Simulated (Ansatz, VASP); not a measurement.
# Pb in VASP and in Ansatz

```xyz
2
Lattice="3.4368 0.0000 0.0000 -1.7184 2.9764 0.0000 0.0000 0.0000 5.6434" Properties=species:S:1:pos:R:3 pbc="T T T"
Pb    0.0000    1.9843    1.4108
Pb    1.7184    0.9921    4.2325
```

Alike in both runs: task single point; functional LDA; k mesh 12 × 12 × 7; occupations fermi-dirac, width 0.1 eV; no spin polarisation.

|  | VASP | Ansatz |
| --- | --- | --- |
| version | VASP 6.6.1 | Ansatz 0.2.0 |
| potentials or method | VASP PAW LDA potentials, release 64 (Pb_d), cutoff 520 eV | plane waves (420 eV) with PAW, scalar-relativistic |
| valence electrons in the cell | 28 | 28 |

```csv
,VASP,Ansatz,Ansatz less VASP
pressure (GPa),0.3,0.3,-0.06
"traceless stress, the component that is largest in VASP (GPa)",0.23,0.29,+0.063
```

Ansatz warns that its potentials were made for another functional, while VASP's fit it. LDA's correlation is that of Perdew and Zunger in VASP and of Perdew and Wang (1992) in Ansatz.

Neither program's run includes spin-orbit coupling.
